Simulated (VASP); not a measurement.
A run of VASP 6.6.1:

Contents of POSCAR:

```
Ca2AsI
1.0
    2.1435367189      1.2375715017      7.4300000000
   -2.1435367189      1.2375715017      7.4300000000
    0.0000000000     -2.4751430033      7.4300000000
Ca As I
2 1 1
Direct
    0.2313000000      0.2313000000      0.2313000000
    0.7687000000      0.7687000000      0.7687000000
    0.5000000000      0.5000000000      0.5000000000
    0.0000000000      0.0000000000      0.0000000000
```

INCAR.step1

```
  ALGO = Normal
  EDIFF = 1E-4
  ENCUT = 520
  GGA = PE
  ISMEAR = 0
  LASPH = T
  LCHARG = F
  LREAL = F
  LWAVE = T
  NBANDS = 24
  NELM = 80
  PREC = Accurate
  SIGMA = 0.05
```

Contents of INCAR.step2:

```
  ALGO = Normal
  EDIFF = 1E-6
  ENCUT = 520
  ISIF = 2
  ISMEAR = 0
  ISTART = 1
  LASPH = T
  LCHARG = F
  LMIXTAU = T
  LREAL = F
  LWAVE = F
  METAGGA = R2SCAN
  NBANDS = 24
  NELM = 80
  PREC = Accurate
  SIGMA = 0.05
```

The input KPOINTS:

```
k-points
0
Gamma
  6 6 6
```

Potentials or basis: VASP PAW PBE potentials, release 64 (Ca_sv, As, I).

The run is started by

```console
$ cat potpaw_PBE.64/Ca_sv/POTCAR potpaw_PBE.64/As/POTCAR potpaw_PBE.64/I/POTCAR > POTCAR
$ cp INCAR.step1 INCAR
$ mpirun -np 1 vasp_std > vasp.out
$ cp INCAR.step2 INCAR
$ mpirun -np 1 vasp_std > vasp.out
```

Hardware: 1 thread of Intel(R) Xeon(R) 6975P-C (Granite Rapids), with other jobs on the host.

Question: How long does it take, and how much memory?

Answer: Run time: 7.8 min on 1 thread of Intel(R) Xeon(R) 6975P-C (Granite Rapids) (shared host), peak memory 0.58 GiB. Counts: k points 32.
